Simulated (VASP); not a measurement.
Ti: single point with PBEsol

The system is Ti.

```
Ti
1.0
     4.64255    0.00000    0.00000
    -2.32127    4.02056    0.00000
     0.00000    0.00000    2.64746
Ti
3
Direct
  0.00000 0.00000 0.00000
  0.33333 0.66667 0.50000
  0.66667 0.33333 0.50000
```

This isn't the form of Ti at room conditions, which is hcp.

This cell differs from its parent crystal: ratio of the length along z to the lengths across it x 0.92, volume and fractional coordinates fixed.

```json
{
 "Program": "VASP 6.6.1",
 "Task": "single point",
 "Functional": "PBEsol",
 "Potentials or basis": "VASP PAW PBE potentials, release 64 (Ti_sv)",
 "Cutoff": "520 eV",
 "k mesh": "12 × 12 × 18",
 "Occupations": "gaussian, width 0.15 eV",
 "Spin": "no spin polarisation",
 "Dipole correction": "no",
 "Further INCAR settings": "ALGO = Fast; EDIFF = 1e-06; NBANDS = 25"
}
```

```yaml
Pressure: 0.3 GPa
Band_gap_on_the_k_mesh: zero (bands 18 and 19 overlap by 0.43 eV)
```

Stress tensor (GPa, compression positive):
```
-4.67  0.00  0.00
 0.00 -4.67  0.00
 0.00  0.00 10.33
```

Levels at points of the mesh, in eV from the Fermi level:
| k point | band 16 | band 17 | band 18 | band 19 | band 20 | band 21 |
| --- | --- | --- | --- | --- | --- | --- |
| (0.00, 0.00, 0.00) | -0.73 | -0.65 | -0.65 | -0.37 | 0.30 | 1.35 |
| (0.50, 0.00, 0.00) | -0.57 | -0.48 | -0.36 | -0.02 | 0.22 | 0.96 |
| (0.00, 0.00, 0.50) | -1.57 | -1.57 | -1.14 | 0.86 | 0.86 | 1.54 |
| (0.50, 0.00, 0.50) | -1.14 | -0.53 | -0.17 | 0.38 | 1.13 | 1.29 |

It took 4.8 min on 1 thread of Intel(R) Xeon(R) 6975P-C (Granite Rapids), with other jobs on the host, peak memory 0.29 GiB.

Caveat: the PAW data sets were made with another functional, which shifts forces and pressure a little.
